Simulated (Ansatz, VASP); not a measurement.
## AlN in VASP and in Ansatz

```xyz
4
Lattice="3.3121 0.0000 0.0000 -1.6561 2.8684 0.0000 0.0000 0.0000 4.1876" Properties=species:S:1:pos:R:3 pbc="T T T"
Al    1.6561    0.9561    1.0469
Al    0.0000    1.9123    3.1407
N     1.6561    0.9561    3.1407
N     0.0000    1.9123    1.0469
```

Alike in both runs: functional r2SCAN; k mesh 9 × 9 × 7; occupations fermi-dirac, width 0.05 eV; no spin polarisation.

|  | VASP | Ansatz |
| --- | --- | --- |
| version | VASP 6.6.1 | Ansatz 0.2.0 |
| potentials or method | VASP PAW PBE potentials, release 64 (Al, N) | Ansatz PAW |
| plane-wave cutoff (eV) | 520 | 500 |
| valence electrons in the cell | 16 | 16 |
| task | single point | band structure |

|  | VASP | Ansatz | Ansatz less VASP |
| --- | --- | --- | --- |
| gap on the k mesh at the Fermi level (eV) | 3.86 | 3.83 | -0.031 |
| least direct gap on the mesh (eV) | 3.86 | 3.83 | -0.031 |
| pressure (GPa) | -5.6 | -5.1 | +0.54 |
| traceless stress, the component that is largest in VASP (GPa) | -0.36 | -0.13 | +0.230 |

VASP's potentials were made for PBE, not for r2SCAN.
